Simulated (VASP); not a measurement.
# TiO2 (R-3m) in VASP: a series of runs

TiO2 is run at these levels: PBE+D3(BJ)+U; tasks: single point.

All numbers are computed with VASP 6.6.1; they aren't measurements. Logs are shortened: lines on timing, memory, paths and dates and some standing lists are left out, and cuts for length are marked.

## Step 1: The cell of the first run

The structure is trigonal, space group R-3m (No. 166). Conventional cell: a = 3.008 Å, b = 3.008 Å, c = 14.686 Å, α = 90.00°, β = 90.00°, γ = 120.00°. Within 2.6 Å of Ti (site symmetry -3m) lie 6 O at 1.98 Å. O (site symmetry 3m) has 3 Ti at 1.98 Å and 3 O at 2.58 Å within 2.6 Å.

## Step 2: Single point, PBE+D3(BJ)+U

Contents of INCAR:

```
  PREC = Accurate
  ENCUT = 520
  EDIFF = 1E-7
  ISMEAR = 0
  SIGMA = 0.05
  LREAL = False
  LASPH = True
  NELM = 150
  ALGO = Normal
  ISIF = 2
  LWAVE = False
  LCHARG = True
  LMAXMIX = 4
  LDAU = True
  LDAUTYPE = 2
  LDAUL = 2 -1
  LDAUU = 4 0
  LDAUJ = 0 0
  LDAUPRINT = 1
  GGA = PE
  IVDW = 12
  LELF = True
  LVHAR = True
  NBANDS = 19
```

Contents of KPOINTS:

```
Automatic mesh
0
Gamma
  9 9 9
```

Contents of POSCAR:

```
TiO2
1.0
    1.5040433916      0.8683598570      4.8951988906
   -1.5040433916      0.8683598570      4.8951988906
    0.0000000000     -1.7367197141      4.8951988906
Ti O
1 2
Direct
    0.0000000000      0.0000000000      0.0000000000
    0.6017580785      0.6017580785      0.6017580785
    0.3982419215      0.3982419215      0.3982419215
```

Potentials or basis: VASP PAW PBE potentials, release 64 (Ti_sv, O).

Command:

```
> cat potpaw_PBE.64/Ti_sv/POTCAR potpaw_PBE.64/O/POTCAR > POTCAR
> mpirun -np 1 vasp_std > vasp.out
```

OUTCAR:

```text
PREC = Accurate
   ENCUT = 520
   EDIFF = 1E-7
   ISMEAR = 0
   LREAL = False
   LASPH = True
   NELM = 150
   ISIF = 2
   GGA = PE
   IVDW = 12
 IVDW          = 12

 ion  position               nearest neighbor table
   1  0.000  0.000  0.000-   2 1.98   2 1.98   3 1.98   3 1.98   2 1.98   3 1.98
   2  0.602  0.602  0.602-   1 1.98   1 1.98   1 1.98
   3  0.398  0.398  0.398-   1 1.98   1 1.98   1 1.98

  LATTYP: Found a trigonal (rhomboedric) cell.
 ALAT       =     5.1941474318
 COS(alpha) =     0.8323042014

  Lattice vectors:

 A1 = (   1.5040433916,   0.8683598570,   4.8951988906)
 A2 = (  -1.5040433916,   0.8683598570,   4.8951988906)
 A3 = (   0.0000000000,  -1.7367197141,   4.8951988906)

Analysis of symmetry for initial positions (statically):
=====================================================================
 Subroutine PRICEL returns:
 Original cell was already a primitive cell.

 Routine SETGRP: Setting up the symmetry group for a
 trigonal (rhombohedral) supercell.

 Subroutine GETGRP returns: Found 12 space group operations
 (whereof 12 operations were pure point group operations)
 out of a pool of 12 trial point group operations.

The static configuration has the point symmetry D_3d.

Analysis of symmetry for dynamics (positions and initial velocities):
=====================================================================
 Subroutine PRICEL returns:
 Original cell was already a primitive cell.

 Routine SETGRP: Setting up the symmetry group for a
 trigonal (rhombohedral) supercell.

 Subroutine GETGRP returns: Found 12 space group operations
 (whereof 12 operations were pure point group operations)
 out of a pool of 12 trial point group operations.

The dynamic configuration has the point symmetry D_3d.

 Subroutine INISYM returns: Found 12 space group operations
 (whereof 12 operations are pure point group operations),
 and found     1 'primitive' translations

----------------------------------------------------------------------------------------

                                     Primitive cell

[... 144 lines left out ...]
  0.0000 -0.0872  0.0000  0.0000  0.1760

spin component  2

  0.1760  0.0000  0.0000 -0.0872  0.0000
  0.0000  0.1859 -0.0000  0.0000 -0.0872
  0.0000 -0.0000  0.0918  0.0000  0.0000
 -0.0872  0.0000  0.0000  0.1859  0.0000
  0.0000 -0.0872  0.0000  0.0000  0.1760

 occupancies and eigenvectors

  o =  0.0918  v =  0.0000  0.0000 -1.0000 -0.0000  0.0000  0.0000  0.0000  0.0000  0.0000  0.0000      0.0000  0.0000  0.0000  0.0000  0.0000  0.0000  0.0000  0.0000  0.0000  0.0000
  o =  0.0918  v =  0.0000  0.0000  0.0000  0.0000  0.0000  0.0000  0.0000 -1.0000 -0.0000  0.0000      0.0000  0.0000  0.0000  0.0000  0.0000  0.0000  0.0000  0.0000  0.0000  0.0000
  o =  0.0936  v =  0.0000  0.0000  0.0000  0.0000  0.0000 -0.7269  0.0000  0.0000 -0.6868  0.0000      0.0000  0.0000  0.0000  0.0000  0.0000  0.0000  0.0000  0.0000  0.0000  0.0000
  o =  0.0936  v = -0.7269  0.0000  0.0000 -0.6868  0.0000  0.0000  0.0000  0.0000  0.0000  0.0000      0.0000  0.0000  0.0000  0.0000  0.0000  0.0000  0.0000  0.0000  0.0000  0.0000
  o =  0.0936  v =  0.0000  0.0000  0.0000  0.0000  0.0000  0.0000 -0.6868 -0.0000 -0.0000 -0.7269      0.0000  0.0000  0.0000  0.0000  0.0000  0.0000  0.0000  0.0000  0.0000  0.0000
  o =  0.0936  v =  0.0000 -0.6868 -0.0000 -0.0000 -0.7269  0.0000  0.0000  0.0000  0.0000  0.0000      0.0000  0.0000  0.0000  0.0000  0.0000  0.0000  0.0000  0.0000  0.0000  0.0000
  o =  0.2683  v = -0.6868  0.0000 -0.0000  0.7269 -0.0000  0.0000  0.0000  0.0000  0.0000  0.0000      0.0000  0.0000  0.0000  0.0000  0.0000  0.0000  0.0000  0.0000  0.0000  0.0000
  o =  0.2683  v =  0.0000  0.0000  0.0000  0.0000  0.0000 -0.6868  0.0000 -0.0000  0.7269 -0.0000      0.0000  0.0000  0.0000  0.0000  0.0000  0.0000  0.0000  0.0000  0.0000  0.0000
  o =  0.2683  v =  0.0000  0.7269 -0.0000 -0.0000 -0.6868  0.0000  0.0000  0.0000  0.0000  0.0000      0.0000  0.0000  0.0000  0.0000  0.0000  0.0000  0.0000  0.0000  0.0000  0.0000
  o =  0.2683  v =  0.0000  0.0000  0.0000  0.0000  0.0000  0.0000  0.7269 -0.0000 -0.0000 -0.6868      0.0000  0.0000  0.0000  0.0000  0.0000  0.0000  0.0000  0.0000  0.0000  0.0000

 number of electron      24.0000004 magnetization

 Free energy of the ion-electron system (eV)
  ---------------------------------------------------
  ext. energy  EPLUGINS =         0.00000000
  ---------------------------------------------------
  free energy    TOTEN  =       -23.77511906 eV

  energy without entropy =      -23.77511906  energy(sigma->0) =      -23.77511906

 E-fermi :   2.6718     XC(G=0):  -9.9334

 val. band max:        2.3995235516   @ k =  -0.1111   0.1111   0.0000
 cond. band min:       5.4176644244   @ k =   0.0000   0.0000   0.0000
 fundamental gap:      3.0181408728
 Fermi energy:         2.6717862439

 k-point     1 :       0.0000    0.0000    0.0000
  band No.  band energies     occupation
      1     -55.2183      2.00000
      2     -31.4461      2.00000
      3     -31.1662      2.00000
      4     -31.1662      2.00000
      5     -15.4052      2.00000
      6     -13.4848      2.00000
[... 505 lines left out ...]
      6     -13.7464      2.00000
[... 11 lines left out ...]
     18      13.9057      0.00000
     19      15.2341      0.00000

 [... further k-points ...]

------------------------ aborting loop because EDIFF is reached ----------------------------------------

 Edisp (eV)   -0.58055

 E8    (eV) :    -0.2257

  FORCE on cell =-STRESS in cart. coord.  units (eV):
  Direction    XX          YY          ZZ          XY          YZ          ZX
  --------------------------------------------------------------------------------------
  -------------------------------------------------------------------------------------
  Total       0.93683     0.93683     0.69426     0.00000    -0.00000     0.00000
  in kB      39.12809    39.12809    28.99697     0.00000    -0.00000     0.00000
  external pressure =       35.75 kB  Pullay stress =        0.00 kB

 VOLUME and BASIS-vectors are now :
 -----------------------------------------------------------------------------
  energy-cutoff  :      520.00
  volume of cell :       38.36
      direct lattice vectors                 reciprocal lattice vectors
     1.504043392  0.868359857  4.895198891     0.332437217  0.191932717  0.068093931
    -1.504043392  0.868359857  4.895198891    -0.332437217  0.191932717  0.068093931
     0.000000000 -1.736719714  4.895198891     0.000000000 -0.383865434  0.068093931

 POSITION                                       TOTAL-FORCE (eV/Angst)
 -----------------------------------------------------------------------------------
      0.00000      0.00000      0.00000         0.000000     -0.000000     -0.000000
      0.00000     -0.00000      8.83718         0.000000      0.000000     -0.391319
      0.00000     -0.00000      5.84842         0.000000     -0.000000      0.391319
 -----------------------------------------------------------------------------------
    total drift:                                0.000000      0.000000      0.000000

  FREE ENERGIE OF THE ION-ELECTRON SYSTEM (eV)
  ---------------------------------------------------
  free  energy   TOTEN  =       -24.3556712808 eV

  energy  without entropy=      -24.3556712808  energy(sigma->0) =      -24.35567128
```

Run time: 5.6 min. Hardware: 1 thread of AMD EPYC 7R43 (Zen 3), shared host; peak memory 0.23 GiB.

Results:

- Free energy: -24.3557 eV
- Pressure: 3.6 GPa
- Largest force: 0.391 eV/Å
- Band gap on the k mesh: 3.02 eV (least direct gap 3.32 eV)
- Dispersion energy per atom: -0.194 eV

Forces in eV/Å, atoms in the order of the input:
```
Ti   0.000  0.000  0.000
O    0.000  0.000 -0.391
O    0.000  0.000  0.391
```

Stress tensor (GPa, compression positive):
```
3.91 0.00 0.00
0.00 3.91 0.00
0.00 0.00 2.90
```

Eigenvalues of the final occupation matrices:
| site | spin | trace | eigenvalues |
| --- | --- | --- | --- |
| site 1 d | 1 | 0.82 | 0.09 0.09 0.09 0.27 0.27 |
| site 1 d | 2 | 0.82 | 0.09 0.09 0.09 0.27 0.27 |

Caveat: the cell stands under pressure; an odd mesh through Γ misses points on the zone boundary, where band edges can lie.

## Step 3: Single point, PBE+D3(BJ)+U

Contents of INCAR:

```
PREC = Accurate ; ENCUT = 520
EDIFF = 1E-6 ; ISMEAR = 0
SIGMA = 0.05 ; LREAL = False
LASPH = True ; NELM = 150
ALGO = Normal ; ISIF = 2
LWAVE = False ; LCHARG = True
LMAXMIX = 4 ; LDAU = True
LDAUTYPE = 2 ; LDAUL = 2 -1
LDAUU = 4 0 ; LDAUJ = 0 0
LDAUPRINT = 1 ; GGA = PE
IVDW = 12 ; LELF = True
LVHAR = True ; NBANDS = 19
```

Contents of KPOINTS:

```
regular mesh
0
Gamma
  12 12 12
```

POSCAR is that of step 2.

Potentials or basis: VASP PAW PBE potentials, release 64 (Ti_sv, O).

Command:

```
> cat potpaw_PBE.64/Ti_sv/POTCAR potpaw_PBE.64/O/POTCAR > POTCAR
> mpirun -np 1 vasp_std > vasp.out
```

OUTCAR:

```text
PREC = Accurate
   ENCUT = 520
   EDIFF = 1E-6
   ISMEAR = 0
   LREAL = False
   LASPH = True
   NELM = 150
   ISIF = 2
   GGA = PE
   IVDW = 12
 IVDW          = 12

 ion  position               nearest neighbor table
   1  0.000  0.000  0.000-   2 1.98   2 1.98   3 1.98   3 1.98   2 1.98   3 1.98
   2  0.602  0.602  0.602-   1 1.98   1 1.98   1 1.98
   3  0.398  0.398  0.398-   1 1.98   1 1.98   1 1.98

  LATTYP: Found a trigonal (rhomboedric) cell.
 ALAT       =     5.1941474318
 COS(alpha) =     0.8323042014

  Lattice vectors:

[... 756 lines left out ...]
 Edisp (eV)   -0.58055

 E8    (eV) :    -0.2257

  FORCE on cell =-STRESS in cart. coord.  units (eV):
  Direction    XX          YY          ZZ          XY          YZ          ZX
  --------------------------------------------------------------------------------------
  -------------------------------------------------------------------------------------
  Total       0.92680     0.92680     0.68430     0.00000    -0.00000     0.00000
  in kB      38.70917    38.70917    28.58088     0.00000    -0.00000     0.00000
  external pressure =       35.33 kB  Pullay stress =        0.00 kB

 VOLUME and BASIS-vectors are now :
 -----------------------------------------------------------------------------
  energy-cutoff  :      520.00
  volume of cell :       38.36
      direct lattice vectors                 reciprocal lattice vectors
     1.504043392  0.868359857  4.895198891     0.332437217  0.191932717  0.068093931
    -1.504043392  0.868359857  4.895198891    -0.332437217  0.191932717  0.068093931
     0.000000000 -1.736719714  4.895198891     0.000000000 -0.383865434  0.068093931

 POSITION                                       TOTAL-FORCE (eV/Angst)
 -----------------------------------------------------------------------------------
      0.00000      0.00000      0.00000         0.000000      0.000000      0.000000
      0.00000     -0.00000      8.83718        -0.000000      0.000000     -0.391921
      0.00000     -0.00000      5.84842        -0.000000     -0.000000      0.391921
 -----------------------------------------------------------------------------------
    total drift:                                0.000000      0.000000      0.000000

  FREE ENERGIE OF THE ION-ELECTRON SYSTEM (eV)
  ---------------------------------------------------
  free  energy   TOTEN  =       -24.3556791284 eV

  energy  without entropy=      -24.3556791284  energy(sigma->0) =      -24.35567913
```

It took 9.7 min on 1 thread of AMD EPYC 7R43 (Zen 3), shared host; peak memory 0.3 GiB.

Results:

```
Free energy                : -24.3557 eV
Pressure                   : 3.5 GPa
Largest force              : 0.392 eV/Å
Band gap on the k mesh     : 3.00 eV (least direct gap 3.33 eV)
Dispersion energy per atom : -0.194 eV
```

Forces on the atoms (eV/Å):
```
Ti   0.000  0.000  0.000
O    0.000  0.000 -0.392
O    0.000  0.000  0.392
```

Levels at points of the mesh, in eV from the valence-band top:
```csv
k point,band 10,band 11,band 12,band 13,band 14,band 15
"(0.00, 0.00, 0.00)",-0.56,-0.56,-0.38,3.00,3.00,4.54
"(0.50, 0.00, 0.00)",-1.62,-1.60,-1.12,3.18,4.01,4.02
"(0.50, 0.50, 0.00)",-2.02,-1.67,-0.69,3.18,4.00,4.01
"(0.50, 0.50, 0.50)",-1.44,-0.50,-0.50,3.01,3.01,4.65
```

Eigenvalues of the final occupation matrices:
| site | spin | trace | eigenvalues |
| --- | --- | --- | --- |
| site 1 d | 1 | 0.82 | 0.09 0.09 0.09 0.27 0.27 |
| site 1 d | 2 | 0.82 | 0.09 0.09 0.09 0.27 0.27 |

Caveat: the cell stands under pressure.
